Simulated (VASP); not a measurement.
Ti2O: single point with PBEsol

Crystal: Ti2O.

```xyz
3
Lattice="3.0150 0.0000 0.0000 -1.5075 2.6111 0.0000 0.0000 0.0000 4.8032" Properties=species:S:1:pos:R:3 pbc="T T T"
Ti    1.5075    0.8704    1.2481
Ti    0.0000    1.7407    3.5551
O     0.0000    0.0000    0.0000
```

```yaml
Program: VASP 6.6.1
Task: single point
Functional: PBEsol
Potentials_or_basis: VASP PAW PBE potentials, release 64 (Ti_sv, O)
Cutoff: 520 eV
k_mesh: 18 × 18 × 10
Occupations: gaussian, width 0.1 eV
Spin: no spin polarisation
```

```yaml
Pressure: -9.8 GPa
Largest_force: 0.038 eV/Å
Band_gap_on_the_k_mesh: zero (bands 15 and 16 overlap by 0.75 eV)
```

Forces on the atoms (eV/Å):
```
Ti   0.000  0.000  0.038
Ti   0.000  0.000 -0.038
O    0.000  0.000  0.000
```

Levels at points of the mesh, in eV from the Fermi level:
```
           k point  band 13  band 14  band 15  band 16  band 17  band 18
(0.00, 0.00, 0.00)    -3.67     0.03     0.18     0.53     0.53     0.91
(0.50, 0.00, 0.00)    -2.49    -1.25    -0.56     1.25     1.62     2.63
(0.00, 0.00, 0.50)    -1.82    -1.42     0.06     0.06     1.18     1.88
(0.50, 0.00, 0.50)    -1.62    -1.18    -0.63    -0.08     1.05     2.41
```

It took 5 min on 1 thread of Intel(R) Xeon(R) Platinum 8175M CPU @ 2.50GHz (Skylake/Cascade Lake), on a shared host, peak memory 0.34 GiB.

Caveat: the cell stands under tension; the PAW data sets were made with another functional, which shifts forces and pressure a little.
